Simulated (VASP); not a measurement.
A run of VASP 6.6.1:

File POSCAR:

```
AlN
1.0
    0.0000000000      2.1848764208      2.1848764208
    2.1848764208      0.0000000000      2.1848764208
    2.1848764208      2.1848764208      0.0000000000
Al N
1 1
Direct
    0.0000000000      0.0000000000      0.0000000000
    0.2500000000      0.2500000000      0.2500000000
```

The input INCAR.step1:

```
SYSTEM = AlN
  ALGO = Normal
  EDIFF = 1E-5
  ENCUT = 520
  GGA = PE
  ISIF = 2
  ISMEAR = 0
  LASPH = .True.
  LCHARG = .False.
  LREAL = .False.
  LWAVE = .True.
  NBANDS = 11
  NELM = 80
  PREC = Accurate
  SIGMA = 0.01
```

Contents of INCAR.step2:

```
SYSTEM = AlN
  AEXX = 0.15
  ALGO = Normal
  EDIFF = 1E-6
  ENCUT = 520
  GGA = PE
  HFSCREEN = 0.1
  ISIF = 2
  ISMEAR = 0
  ISTART = 1
  LASPH = .True.
  LCHARG = .False.
  LHFCALC = .True.
  LREAL = .False.
  LWAVE = .False.
  NBANDS = 11
  NELM = 80
  PREC = Accurate
  PRECFOCK = Normal
  SIGMA = 0.01
```

Contents of KPOINTS:

```
k-points
0
Gamma
  4 4 4
  0 0 0
```

Potentials or basis: VASP PAW PBE potentials, release 64 (Al, N).

Run with:

```sh
$ cat potpaw_PBE.64/Al/POTCAR potpaw_PBE.64/N/POTCAR > POTCAR
$ cp INCAR.step1 INCAR
$ mpirun -np 1 vasp_std > vasp.out
$ cp INCAR.step2 INCAR
$ mpirun -np 1 vasp_std > vasp.out
```

Hardware: 1 thread of Intel Xeon 8259CL, on a shared host.

**Question.** Estimate the wall time of this run.

**Answer.** Run time: 100 s on 1 thread of Intel Xeon 8259CL (shared host), peak memory 0.23 GiB. Counts: k points 8.
